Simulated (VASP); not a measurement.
Input of a VASP 6.6.1 run:

File INCAR:

```
  PREC = Accurate
  ENCUT = 520
  EDIFF = 1E-6
  ISMEAR = -1
  SIGMA = 0.05
  LREAL = False
  LASPH = True
  NELM = 80
  ALGO = Normal
  ISIF = 2
  LWAVE = False
  LCHARG = True
  GGA = PE
  LELF = True
  LVHAR = True
  NBANDS = 17
```

KPOINTS

```
regular mesh
0
Gamma
  14 14 14
```

File POSCAR:

```
PbS
1.0
    3.1309091169      0.0000000000      0.0000000000
    0.0000000000      3.1309091169      0.0000000000
    0.0000000000      0.0000000000      3.1309091169
Pb S
1 1
Direct
    0.0000000000      0.0000000000      0.0000000000
    0.5000000000      0.5000000000      0.5000000000
```

Potentials or basis: VASP PAW PBE potentials, release 64 (Pb_d, S).

The run is started by

```console
$ cat potpaw_PBE.64/Pb_d/POTCAR potpaw_PBE.64/S/POTCAR > POTCAR
$ mpirun -np 1 vasp_std > vasp.out
```

Task: Predict the pressure.

Result: 67.8 GPa.

Task: What does it give for the band gap on the k mesh?

Result: Zero (band 10 reaches 14.06 eV, above the bottom of band 11 at 10.58 eV).

Caveat: spin-orbit coupling is left out, which moves the levels of the heavy elements.
